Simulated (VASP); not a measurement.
The system is Si3As2.

```xyz
5
Lattice="4.8980 0.0000 0.0000 -2.4490 4.2418 0.0000 0.0000 0.0000 5.0652" Properties=species:S:1:pos:R:3 pbc="T T T"
Si    3.3863    0.8728    0.0000
Si    2.4490    2.4963    0.0000
Si    1.5117    0.8728    0.0000
As    0.0000    0.0000    1.3231
As    0.0000    0.0000    3.7421
```

The cell was generated, and may not be a known phase.

```yaml
Program: VASP 6.6.1
Task: relaxation of cell and atoms
Functional: PBE
Potentials_or_basis: VASP PAW PBE potentials, release 64 (Si, As)
Cutoff: 500 eV
k_mesh: 4 × 4 × 3
Occupations: gaussian, width 0.2 eV
Spin: no spin polarisation
```

At the start: pressure 50.7 GPa; volume 21.05 Å³/atom.

Question: How do energy, volume and symmetry change on relaxing?

Answer: Over 26 steps the energy falls by 1662.4 meV/atom and the volume is 35.31 Å³/atom (+67.8 %); space group P-6m2 (No. 187, to 0.1 Å) before and after.

The path:
```
step  energy change (eV)  largest force (eV/Å)  pressure (GPa)  volume (Å³)
   1              0.0000                9.2882           50.68       105.24
   2             -4.8481                3.4383           -1.84       240.96
   3             -5.0048                3.3314           -1.41       229.69
   4             -5.1354                3.2575           -0.97       220.24
   5             -5.8072                2.3607            7.01       155.96
   6             -6.7951                1.7461           -5.02       194.62
   7             -6.9336                1.4144           -2.80       181.95
   8             -7.5315                1.1474           -1.83       171.66
   9             -6.1574                5.5424           15.87       141.26
  10             -7.7560                1.1997           -0.35       165.58
  11             -7.7269                1.3370            5.53       152.77
  12             -7.8805                0.6738            1.57       160.21
  13             -7.8857                0.7754            2.26       158.68
  14             -7.7819                2.9859            2.18       162.33
  15             -7.9579                0.8591            2.07       160.22
  16             -8.0901                0.7840           -0.93       170.29
  17             -8.0903                0.7804           -1.02       170.64
  18             -8.2092                0.3970           -0.90       172.25
  19             -8.2197                0.4584           -0.83       172.83
  20             -8.2801                0.3544            0.41       169.19
  21             -8.2808                0.3388            0.59       168.73
  22             -8.2888                0.4354           -0.06       171.38
  23             -8.2910                0.3105            0.13       170.53
  24             -8.3005                0.2179            0.11       172.20
  25             -8.3077                0.1039            0.08       175.17
  26             -8.3121                0.0425           -0.03       176.56
```

Final structure:
```cif
data_structure
_symmetry_space_group_name_H-M 'P 1'
_symmetry_Int_Tables_number 1
_cell_length_a 5.2368
_cell_length_b 5.2368
_cell_length_c 7.4342
_cell_angle_alpha 90.000
_cell_angle_beta 90.000
_cell_angle_gamma 120.000
_cell_volume 176.56
loop_
_atom_site_label
_atom_site_type_symbol
_atom_site_fract_x
_atom_site_fract_y
_atom_site_fract_z
_atom_site_occupancy
Si1 Si 0.81807 0.18193 0.00000 1
Si2 Si 0.81807 0.63614 0.00000 1
Si3 Si 0.36386 0.18193 0.00000 1
As1 As 0.00000 0.00000 0.24072 1
As2 As 0.00000 0.00000 0.75928 1
```

Caveat: the volume moved by over 15 % at a fixed basis, so the end points are rough; this functional lacks dispersion, which binds layers or chains, so the pressure and a relaxed spacing across them are unreliable; the relaxation stopped at a loose force limit of 0.08 eV/Å, so its end isn't a converged minimum.
